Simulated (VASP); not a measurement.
# Na (P6_3/mmc) in VASP: a series of runs

Na is run at these levels: PBE; tasks: single point.

Program: VASP 6.6.1. These are calculated values, not measurements. Logs are shortened: lines on timing, memory, paths and dates and some standing lists are left out, and cuts for length are marked.

### Step 1. The cell of the first run

It takes space group P6_3/mmc (No. 194, hexagonal). Conventional cell: a = 3.319 Å, b = 3.319 Å, c = 10.559 Å, α = 90.00°, β = 90.00°, γ = 120.00°. Within 4.3 Å of Na (site symmetry -3m) lie 12 Na at 3.26 to 3.32 Å. Na (site symmetry -6m2) has 12 Na at 3.26 to 3.32 Å within 4.3 Å.

This isn't the form of Na at room conditions, which is bcc.

### Step 2. Single point, PBE

The input, INCAR:

```
PREC = Accurate
ENCUT = 520
EDIFF = 1E-6
ISMEAR = -1
SIGMA = 0.1
LREAL = F
LASPH = T
NELM = 100
ALGO = Normal
ISIF = 2
LWAVE = F
LCHARG = F
GGA = PE
NBANDS = 22
```

The input, KPOINTS:

```
regular mesh
0
Gamma
  8 8 5
```

The input, POSCAR:

```
Na
1.0
    3.3192496190      0.0000000000      0.0000000000
   -1.6596248095      2.8745544915      0.0000000000
    0.0000000000      0.0000000000     10.5589845368
Na
4
Direct
    0.0000000000      0.0000000000      0.0000000000
    0.0000000000      0.0000000000      0.5000000000
    0.3333333333      0.6666666667      0.2500000000
    0.6666666667      0.3333333333      0.7500000000
```

Potentials or basis: VASP PAW PBE potentials, release 64 (Na_pv).

Started as:

```console
> cat potpaw_PBE.64/Na_pv/POTCAR > POTCAR
> mpirun -np 1 vasp_std > vasp.out
```

OUTCAR:

```text
PREC = Accurate
   ENCUT = 520
   EDIFF = 1E-6
   ISMEAR = -1
   LREAL = F
   LASPH = T
   NELM = 100
   ISIF = 2
   GGA = PE

 ion  position               nearest neighbor table
   1  0.000  0.000  0.000-
   2  0.000  0.000  0.500-
   3  0.333  0.667  0.250-
   4  0.667  0.333  0.750-

  LATTYP: Found a hexagonal cell.
 ALAT       =     3.3192496190
 C/A-ratio  =     3.1811360243

  Lattice vectors:

 A1 = (   3.3192496190,   0.0000000000,   0.0000000000)
 A2 = (  -1.6596248095,   2.8745544915,   0.0000000000)
 A3 = (   0.0000000000,   0.0000000000,  10.5589845368)

Analysis of symmetry for initial positions (statically):
=====================================================================
 Subroutine PRICEL returns:
 Original cell was already a primitive cell.

 Routine SETGRP: Setting up the symmetry group for a
 hexagonal supercell.

 Subroutine GETGRP returns: Found 24 space group operations
 (whereof 12 operations were pure point group operations)
 out of a pool of 24 trial point group operations.

The static configuration has the point symmetry D_3d.
 The point group associated with its full space group is D_6h.

Analysis of symmetry for dynamics (positions and initial velocities):
=====================================================================
 Subroutine PRICEL returns:
 Original cell was already a primitive cell.

 Routine SETGRP: Setting up the symmetry group for a
 hexagonal supercell.

 Subroutine GETGRP returns: Found 24 space group operations
 (whereof 12 operations were pure point group operations)
 out of a pool of 24 trial point group operations.

The dynamic configuration has the point symmetry D_3d.
 The point group associated with its full space group is D_6h.

 Subroutine INISYM returns: Found 24 space group operations
 (whereof 12 operations are pure point group operations),
 and found     1 'primitive' translations

----------------------------------------------------------------------------------------

                                     Primitive cell

  volume of cell :     100.7471

  direct lattice vectors                    reciprocal lattice vectors
     3.319249619  0.000000000  0.000000000     0.301272912  0.173939997  0.000000000
    -1.659624809  2.874554492  0.000000000     0.000000000  0.347879994  0.000000000
     0.000000000  0.000000000 10.558984537     0.000000000  0.000000000  0.094706077

  length of vectors
     3.319249619  3.319249619 10.558984537     0.347879994  0.347879994  0.094706077

  position of ions in fractional coordinates (direct lattice)
     0.000000000  0.000000000  0.000000000
     0.000000000  0.000000000  0.500000000
     0.333333333  0.666666667  0.250000000
     0.666666667  0.333333333  0.750000000

  ion indices of the primitive-cell ions
   primitive index   ion index
                 1           1
                 2           2
                 3           3
                 4           4

----------------------------------------------------------------------------------------

 KPOINTS: regular mesh

Automatic generation of k-mesh.
 Grid dimensions read from file:
 generate k-points for:    8    8    5

 Generating k-lattice:

  Cartesian coordinates                     Fractional coordinates (reciprocal lattice)
     0.037659114  0.021742500  0.000000000     0.125000000 -0.000000000  0.000000000
     0.000000000  0.043484999  0.000000000     0.000000000  0.125000000  0.000000000
     0.000000000  0.000000000  0.018941215     0.000000000  0.000000000  0.200000000

  Length of vectors
     0.043484999  0.043484999  0.018941215

  Shift w.r.t. Gamma in fractional coordinates (k-lattice)
     0.000000000  0.000000000  0.000000000

 Subroutine IBZKPT returns following result:
 ===========================================

 Found     30 irreducible k-points:

 Following reciprocal coordinates:
            Coordinates               Weight
  0.000000  0.000000  0.000000      1.000000
  0.125000 -0.000000  0.000000      6.000000
  0.250000 -0.000000  0.000000      6.000000
  0.375000  0.000000  0.000000      6.000000
  0.500000 -0.000000  0.000000      3.000000
  0.125000  0.125000  0.000000      6.000000
[... 16 lines left out ...]
  0.250000 -0.000000  0.400000     12.000000
  0.375000  0.000000  0.400000     12.000000
 [... further k-points ...]
   k-points           NKPTS =     30   k-points in BZ     NKDIM =     30   number of bands    NBANDS=     22
   number of dos      NEDOS =    301   number of ions     NIONS =      4
   total plane-waves  NPLWV =  62720
   dimension x,y,z NGX =    28 NGY =   28 NGZ =   80
   dimension x,y,z NGXF=    56 NGYF=   56 NGZF=  160
   ions per type =               4
   NGX,Y,Z   is equivalent  to a cutoff of  14.02, 14.02, 12.60 a.u.
   NGXF,Y,Z  is equivalent  to a cutoff of  28.05, 28.05, 25.19 a.u.
 SYSTEM =  unknown system
   PREC   = accura    normal or accurate (medium, high low for compatibility)
   ISTART =      0    job   : 0-new  1-cont  2-samecut
   ICHARG =      2    charge: 1-file 2-atom 10-const
   ISPIN  =      1    spin polarized calculation?
   LNONCOLLINEAR =      F non collinear calculations
   LSORBIT =      F    spin-orbit coupling
   LASPH  =      T    aspherical Exc in radial PAW
   ENCUT  =  520.0 eV  38.22 Ry    6.18 a.u.   6.17  6.17 19.63*2*pi/ulx,y,z
   NELM   =    100;   NELMIN=  2; NELMDL= -5     # of ELM steps
   EDIFF  = 0.1E-05   stopping-criterion for ELM
   LREAL  =      F    real-space projection
[... 7 lines left out ...]
   TEBEG  =    0.0;   TEEND  =   0.0 temperature during run
   PSTRESS=    0.0 pullay stress
   NELECT =      28.0000    total number of electrons
   NUPDOWN=      -1.0000    fix difference up-down
   EMIN   =  10.00;   EMAX   =-10.00  energy-range for DOS
   EFERMI =   0.00;   METHOD = LEGACY
   ISMEAR =    -1;   SIGMA  =   0.10  broadening in eV -4-tet -1-fermi 0-gaus
   EFERMI_NEDOS =   21; number of points for ismear=-14 and -15
   IALGO  =     38    algorithm
   IMIX   =      4    mixing-type and parameters
     AMIX     =   0.40;   BMIX     =  1.00
     AMIX_MAG =   1.60;   BMIX_MAG =  1.00
  volume/ion in A,a.u.               =      25.19       169.97
  Fermi-wavevector in a.u.,A,eV,Ry     =   1.068358  2.018903 15.529526  1.141388
  Thomas-Fermi vector in A             =   2.204003
   LORBIT       =      0    0 simple, 1 ext, 2 COOP (PROOUT), +10 PAW based schemes
   GGA     = PE    functional components
   LHFCALC =     F    Hartree Fock is set to
   AEXX    =    0.0000 exact exchange contribution
   IVDW    =     0    specifies the selected vdW correction
   LEPSILON=     F    determine dielectric tensor
   LRPA    =     F    only Hartree local field effects (RPA)
 non-spin polarized calculation
  energy-cutoff  :      520.00
  volume of cell :      100.75
 maximum number of plane-waves:      2739
 NGX is ok and might be reduce to    28
   NGX = 13   NGY = 13   NGZ = 39

 number of electron      28.0000006 magnetization

 Free energy of the ion-electron system (eV)
  ---------------------------------------------------
  ext. energy  EPLUGINS =         0.00000000
  ---------------------------------------------------
  free energy    TOTEN  =        -4.60320306 eV

  energy without entropy =       -4.55951538  energy(sigma->0) =       -4.58135922

 E-fermi :   1.6943     XC(G=0):  -7.6075

 val. band max:        1.6821055823   @ k =   0.3750   0.1250   0.4000
 cond. band min:       1.7732964925   @ k =   0.2500   0.2500   0.2000
 fundamental gap:      0.0911909102
 Fermi energy:         1.6942814674

 k-point     1 :       0.0000    0.0000    0.0000
  band No.  band energies     occupation
      1     -23.1473      2.00000
      2     -23.0791      2.00000
      3     -23.0790      2.00000
      4     -23.0282      2.00000
      5     -23.0282      2.00000
      6     -23.0187      2.00000
[... 14 lines left out ...]
     21      13.7972      0.00000
     22      14.2500      0.00000

 k-point     2 :       0.1250   -0.0000    0.0000
  band No.  band energies     occupation
      1     -23.1404      2.00000
      2     -23.0820      2.00000
      3     -23.0818      2.00000
      4     -23.0411      2.00000
      5     -23.0326      2.00000
      6     -23.0283      2.00000
[... 14 lines left out ...]
     21      11.6617      0.00000
     22      11.7430      0.00000

 k-point     3 :       0.2500   -0.0000    0.0000
  band No.  band energies     occupation
      1     -23.1230      2.00000
      2     -23.0979      2.00000
      3     -23.0954      2.00000
      4     -23.0703      2.00000
      5     -23.0598      2.00000
      6     -23.0426      2.00000
[... 14 lines left out ...]
     21       9.9732      0.00000
     22       9.9993      0.00000

 k-point     4 :       0.3750    0.0000    0.0000
  band No.  band energies     occupation
      1     -23.1243      2.00000
      2     -23.1241      2.00000
      3     -23.0984      2.00000
      4     -23.0932      2.00000
      5     -23.0932      2.00000
      6     -23.0522      2.00000
[... 14 lines left out ...]
     21       8.7534      0.00000
     22       9.2135      0.00000

 k-point     5 :       0.5000   -0.0000    0.0000
  band No.  band energies     occupation
      1     -23.1367      2.00000
      2     -23.1344      2.00000
      3     -23.1102      2.00000
      4     -23.1067      2.00000
      5     -23.0735      2.00000
      6     -23.0642      2.00000
[... 14 lines left out ...]
     21       7.4660      0.00000
     22       7.5929      0.00000

 k-point     6 :       0.1250    0.1250    0.0000
  band No.  band energies     occupation
      1     -23.1280      2.00000
      2     -23.0909      2.00000
      3     -23.0903      2.00000
      4     -23.0596      2.00000
      5     -23.0504      2.00000
      6     -23.0444      2.00000
[... 14 lines left out ...]
     21       9.3900      0.00000
     22       9.7396      0.00000

 k-point     7 :       0.2500    0.1250    0.0000
  band No.  band energies     occupation
      1     -23.1130      2.00000
      2     -23.1110      2.00000
      3     -23.1030      2.00000
      4     -23.0847      2.00000
      5     -23.0823      2.00000
      6     -23.0555      2.00000
[... 324 lines left out ...]
      6     -23.0819      2.00000
[... 14 lines left out ...]
     21       6.7551      0.00000
     22       7.0645      0.00000

 k-point    21 :       0.0000    0.0000    0.4000
  band No.  band energies     occupation
      1     -23.1344      2.00000
      2     -23.1194      2.00000
      3     -23.0381      2.00000
      4     -23.0264      2.00000
      5     -23.0264      2.00000
      6     -23.0243      2.00000
[... 14 lines left out ...]
     21      13.9057      0.00000
     22      13.9206      0.00000

 k-point    22 :       0.1250   -0.0000    0.4000
  band No.  band energies     occupation
      1     -23.1294      2.00000
      2     -23.1164      2.00000
      3     -23.0476      2.00000
      4     -23.0380      2.00000
      5     -23.0373      2.00000
      6     -23.0321      2.00000
[... 14 lines left out ...]
     21      12.0919      0.00000
     22      12.4728      0.00000

 k-point    23 :       0.2500   -0.0000    0.4000
  band No.  band energies     occupation
      1     -23.1185      2.00000
      2     -23.1128      2.00000
      3     -23.0794      2.00000
      4     -23.0708      2.00000
      5     -23.0610      2.00000
      6     -23.0532      2.00000
[... 14 lines left out ...]
     21       9.5029      0.00000
     22      10.0946      0.00000

 k-point    24 :       0.3750    0.0000    0.4000
  band No.  band energies     occupation
      1     -23.1227      2.00000
      2     -23.1168      2.00000
      3     -23.1122      2.00000
      4     -23.1039      2.00000
      5     -23.0710      2.00000
      6     -23.0606      2.00000
[... 14 lines left out ...]
     21       7.5687      0.00000
     22       8.5486      0.00000

 [... further k-points ...]

------------------------ aborting loop because EDIFF is reached ----------------------------------------

  FORCE on cell =-STRESS in cart. coord.  units (eV):
  Direction    XX          YY          ZZ          XY          YZ          ZX
  --------------------------------------------------------------------------------------
  -------------------------------------------------------------------------------------
  Total        3.8435217      3.8435217      3.8773245      0.0000000     -0.0000000      0.0000000
  in kB       61.1233715     61.1233715     61.6609374      0.0000000     -0.0000000      0.0000000
  external PRESSURE =      61.3025602 kB  Pullay stress =       0.0000000 kB

 VOLUME and BASIS-vectors are now :
 -----------------------------------------------------------------------------
  energy-cutoff  :      520.00
  volume of cell :      100.75
      direct lattice vectors                 reciprocal lattice vectors
     3.319249619  0.000000000  0.000000000     0.301272912  0.173939997  0.000000000
    -1.659624809  2.874554492  0.000000000     0.000000000  0.347879994  0.000000000
     0.000000000  0.000000000 10.558984537     0.000000000  0.000000000  0.094706077

 POSITION                                       TOTAL-FORCE (eV/Angst)
 -----------------------------------------------------------------------------------
      0.00000      0.00000      0.00000        -0.000000      0.000000     -0.000000
      0.00000      0.00000      5.27949        -0.000000      0.000000     -0.000000
     -0.00000      1.91637      2.63975        -0.000000      0.000000      0.000000
      1.65962      0.95818      7.91924         0.000000      0.000000      0.000000
 -----------------------------------------------------------------------------------
    total drift:                                0.000000     -0.000000      0.000000

  FREE ENERGIE OF THE ION-ELECTRON SYSTEM (eV)
  ---------------------------------------------------
  free  energy   TOTEN  =        -4.6032030621 eV

  energy  without entropy=       -4.5595153849  energy(sigma->0) =       -4.58135922
```

It took 83 s on 1 thread of Intel Xeon 8259CL, shared host; peak memory 0.24 GiB.

What came out:

* Free energy: -4.6032 eV
* Pressure: 6.1 GPa
* Band gap on the k mesh: zero (bands 14 and 15 overlap by 4.03 eV)

Caveat: the cell stands under pressure.

### Step 3. Single point, PBE (25.19 Å³/atom)

The input, INCAR:

```
SYSTEM = Na
PREC = Accurate ; ENCUT = 520
EDIFF = 1E-6 ; ISMEAR = -1
SIGMA = 0.1 ; LREAL = .FALSE.
LASPH = .TRUE. ; NELM = 60
ALGO = Normal ; ISIF = 2
LWAVE = .FALSE. ; LCHARG = .FALSE.
GGA = PE ; NBANDS = 22
```

The input, KPOINTS:

```
Automatic mesh
0
G
  8 8 5
  0 0 0
```

POSCAR is that of step 2.

Potentials or basis: VASP PAW PBE potentials, release 64 (Na_pv).

Started as:

```console
> cat potpaw_PBE.64/Na_pv/POTCAR > POTCAR
> mpirun -np 1 vasp_std > vasp.out
```

Run time: 99 s. Hardware: 1 thread of Intel Xeon 8259CL, shared host; peak memory 0.24 GiB.

Results (log left out):

| Quantity | Value |
| --- | --- |
| Free energy | -4.6032 eV |
| Pressure | 6.1 GPa |
| Band gap on the k mesh | zero (bands 14 and 15 overlap by 4.03 eV) |

Levels at points of the mesh, in eV from the Fermi level:
```
           k point  band 10  band 11  band 12  band 13  band 14  band 15  band 16  band 17  band 18  band 19
(0.00, 0.00, 0.00)   -24.70   -24.70   -24.70    -4.17    -2.77    -2.77     0.81     1.58     7.30     7.32
(0.50, 0.00, 0.00)   -24.73   -24.72   -24.72     0.24     0.40     1.27     1.49     1.86     2.03     4.67
```

Caveat: the cell stands under pressure.
